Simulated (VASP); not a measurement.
# Bi: single point with PBE

The system is Bi.

```xyz
2
Lattice="2.2675 1.3091 3.9380 -2.2675 1.3091 3.9380 0.0000 -2.6183 3.9380" Properties=species:S:1:pos:R:3 pbc="T T T"
Bi   -0.0313    0.0662    9.1076
Bi   -0.0144    0.0082    2.7686
```

This cell differs from its parent crystal: atoms moved at random.

```yaml
Program: VASP 6.6.1
Task: single point
Functional: PBE
Potentials_or_basis: VASP PAW PBE potentials, release 64 (Bi_d)
Cutoff: 520 eV
k_mesh: 7 × 7 × 7
Occupations: fermi-dirac, width 0.05 eV
Spin: no spin polarisation
Dipole_correction: no
Further_INCAR_settings: ALGO = Normal; EDIFF = 1e-06; NBANDS = 22
```

```
Pressure      : 2.7 GPa
Largest force : 0.525 eV/Å
```

Forces in eV/Å, atoms in the order of the input:
```
Bi   0.047 -0.196 -0.485
Bi  -0.047  0.196  0.485
```

Stress tensor (GPa, compression positive):
```
 2.20  0.13 -0.23
 0.13  3.27  0.91
-0.23  0.91  2.63
```

Levels at points of the mesh, in eV from the Fermi level:
```tsv
k point	band 12	band 13	band 14	band 15	band 16	band 17	band 18	band 19
(0.00, 0.00, 0.00)	-7.32	-1.33	-1.23	-1.11	2.40	2.91	3.17	5.84
```

Wall time 2.9 min on 1 thread of AMD EPYC 7R13 Processor (Zen 3), on a shared host, peak memory 0.31 GiB.

Caveat: the cell differs from its parent crystal (atoms moved at random); spin-orbit coupling is left out, which moves the levels of the heavy elements.
